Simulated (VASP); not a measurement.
Runs of VASP 6.6.1 on ZrB. The structure is that of space group Pm-3m (No. 221), or close to it. The cells are those of the table. 

| task | cell | cutoff (eV) | gap on the mesh (eV) | pressure (GPa) |
| --- | --- | --- | --- | --- |
| relaxation of cell and atoms | relaxed to 30 GPa from a = 3.020 Å, 2 atoms | 600 | none | 30.2 |
| single point | a = 3.024 Å, 2 atoms | 520 | none | 0.1 |
| relaxation of cell and atoms | relaxed from a = 3.020 Å, 2 atoms | 600 | none | 0.0 |
| single point | a = 2.880 Å, 2 atoms | 520 | none | 30.2 |
| single point | a = 2.966 Å, 2 atoms | 520 | none | 10.1 |
| relaxation of cell and atoms | relaxed to 10 GPa from a = 3.020 Å, 2 atoms | 600 | none | 9.9 |
| relaxation of cell and atoms | relaxed to 20 GPa from a = 3.020 Å, 2 atoms | 600 | none | 19.9 |
| single point | a = 2.920 Å, 2 atoms | 520 | none | (a) |

Alike in all rows: level PBE; potentials or basis VASP PAW PBE potentials, release 64 (Zr_sv, B); no spin polarisation; k mesh 8 × 8 × 8; smearing fermi-dirac 0.1 eV.

Fill in the values left out.

(a) 20.1.

Caveats: the cell is relaxed towards a set pressure, so the enthalpy falls and the energy may rise (some runs).

A k mesh can miss the band edges, and the runs leave out spin-orbit coupling on Zr.

A gap of «none» marks levels without a gap at the run's occupations.
